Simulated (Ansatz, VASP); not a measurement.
Two plane-wave programs on HgTe

```
CELL_PARAMETERS angstrom
0.00000 3.26592 3.26592
3.26592 0.00000 3.26592
3.26592 3.26592 0.00000
ATOMIC_POSITIONS crystal
Hg 0.00000 0.00000 0.00000
Te 0.25000 0.25000 0.25000
```

Change from the starting cell: volume scaled by 1.04, ions relaxed.

Alike in both runs: functional PBE; k mesh 13 × 13 × 13; occupations fermi-dirac, width 0.05 eV; no spin polarisation.

Ansatz relaxed the structure, and its values are those at the end. VASP's run is a single point on that final structure, the one shown.

```csv
,VASP,Ansatz
version,VASP 6.6.1,Ansatz 0.2.0
potentials or method,"VASP PAW PBE potentials, release 64 (Hg, Te)","plane-wave PAW, scalar-relativistic"
plane-wave cutoff (eV),520,420
valence electrons in the cell,18,36
```

```tsv
	VASP	Ansatz	Ansatz less VASP
pressure (GPa)	2.2	2.1	-0.06
```

VASP's potentials hold 18 valence electrons a cell and Ansatz's 36, so a difference there can come from the potentials and not from the codes. Ansatz's warnings: stress scf threshold loose.

Spin-orbit coupling is off throughout.
